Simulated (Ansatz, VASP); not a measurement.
# Two plane-wave programs on V

The input INCAR:

```
PREC = Accurate
ENCUT = 520
EDIFF = 1E-7
ISMEAR = -1
SIGMA = 0.1
LREAL = False
LASPH = True
NELM = 80
ALGO = Normal
ISIF = 2
LWAVE = False
LCHARG = False
GGA = RE
NBANDS = 34
```

KPOINTS

```
Automatic mesh
0
Gamma
  15 15 4
```

Contents of POSCAR:

```
V
1.0
    2.7520851638      0.0000000000      0.0000000000
   -1.3760425819      2.3833756653      0.0000000000
    0.0000000000      0.0000000000      9.6418452612
V
4
Direct
    1.0000000000      1.0000000000      0.0000000000
    1.0000000000      1.0000000000      0.5000000000
    0.3333333333      0.6666666667      0.2500000000
    0.6666666667      0.3333333333      0.7500000000
```

Input for Ansatz:

```yaml
crystal:
  lattice:
    - [2.7520851638, 0.0, 0.0]
    - [-1.3760425819, 2.3833756653, 0.0]
    - [0.0, 0.0, 9.6418452612]
  atoms:
    - { symbol: V, position: [1.0, 1.0, 0.0] }
    - { symbol: V, position: [1.0, 1.0, 0.5] }
    - { symbol: V, position: [0.3333333333, 0.6666666667, 0.25] }
    - { symbol: V, position: [0.6666666667, 0.3333333333, 0.75] }
hamiltonian:
  xc: revpbe
  pseudopotentials:
    kind: paw
    azcp:
      V: "pseudopotentials/V.paw.azcp"
basis:
  ecutwfc: 420
  fft_grid_basis: typed
kpoints:
  mp_grid: { grid: [15, 15, 4], shift: [0, 0, 0] }
magnetization:
  spin_polarized: false
scf:
  occupations: { method: fermi_dirac, width: 0.1 }
  lower_state_search: "off"
output:
  stress: true
  write_density: true
  write_potential: true
  elf: true
  volumetric_format: npy
```

Alike in both runs: task single point; functional revPBE; k mesh 15 × 15 × 4; occupations fermi-dirac, width 0.1 eV; no spin polarisation.

|  | VASP | Ansatz |
| --- | --- | --- |
| version | VASP 6.6.1 | Ansatz 0.2.0 |
| potentials or method | VASP PAW PBE potentials, release 64 (V_sv), cutoff 520 eV | plane waves (420 eV) with PAW, scalar-relativistic |
| valence electrons in the cell | 52 | 52 |

```csv
,VASP,Ansatz,Ansatz less VASP
pressure (GPa),-14.8,-15.0,-0.18
```

VASP's potentials were made for PBE, not for revPBE.
